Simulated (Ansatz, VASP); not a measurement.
# One calculation of ZrB, two programs

File INCAR:

```
PREC     = Accurate       # precision mode
ENCUT    = 500            # plane-wave cutoff, eV
EDIFF    = 1E-6           # SCF threshold, eV
ISMEAR   = 0              # smearing method
SIGMA    = 0.05           # smearing width, eV
LREAL    = False          # projectors in reciprocal space
LASPH    = True           # aspherical terms in the spheres
NELM     = 120            # most SCF steps
ALGO     = Normal         # electronic algorithm
ISIF     = 2              # what is computed and relaxed
LWAVE    = False          # write WAVECAR
LCHARG   = True           # write CHGCAR
GGA      = PE             # functional
IVDW     = 12             # dispersion correction
LELF     = True           # ELF
LVHAR    = True         
NBANDS   = 14             # bands
GGA_COMPAT= False
```

The input KPOINTS:

```
regular mesh
0
Gamma
  8 8 8
```

POSCAR

```
ZrB
1.0
    0.0000000000      2.3977140414      2.3977140414
    2.3977140414      0.0000000000      2.3977140414
    2.3977140414      2.3977140414      0.0000000000
Zr B
1 1
Direct
    0.5000000000      0.5000000000      0.5000000000
    0.0000000000      0.0000000000      0.0000000000
```

Input for Ansatz:

```yaml
crystal:
  lattice:
    - [0.0, 2.3977140414, 2.3977140414]
    - [2.3977140414, 0.0, 2.3977140414]
    - [2.3977140414, 2.3977140414, 0.0]
  atoms:
    - { symbol: Zr, position: [0.5, 0.5, 0.5] }
    - { symbol: B, position: [0.0, 0.0, 0.0] }
basis:
  ecutwfc: 420
  ecutrho_ratio: 4
kpoints:
  mp_grid: { grid: [8, 8, 8] }
hamiltonian:
  xc: pbe
  dispersion: d3bj
scf:
  occupations: { method: gaussian, width: 0.05 }
output:
  forces: true
  stress: true
  eigenvalues: true
```

Alike in both runs: task single point; functional PBE; dispersion D3(BJ); k mesh 8 × 8 × 8; occupations gaussian, width 0.05 eV; no spin polarisation.

|  | VASP | Ansatz |
| --- | --- | --- |
| version | VASP 6.6.1 | Ansatz 0.2.0 |
| potentials or method | VASP PAW PBE potentials, release 64 (Zr_sv, B), cutoff 500 eV | scalar-relativistic, plane waves, PAW |
| valence electrons in the cell | 15 | 15 |

VASP gave:

```
gap on the k mesh at the Fermi level (eV) : none
pressure (GPa)                            : 7.6
```

Question: What did Ansatz give for the same quantities?

Answer: gap on the k mesh at the Fermi level (eV): none; pressure (GPa): 7.5.

A gap of «none» marks a metal or a gap that the smearing closes.
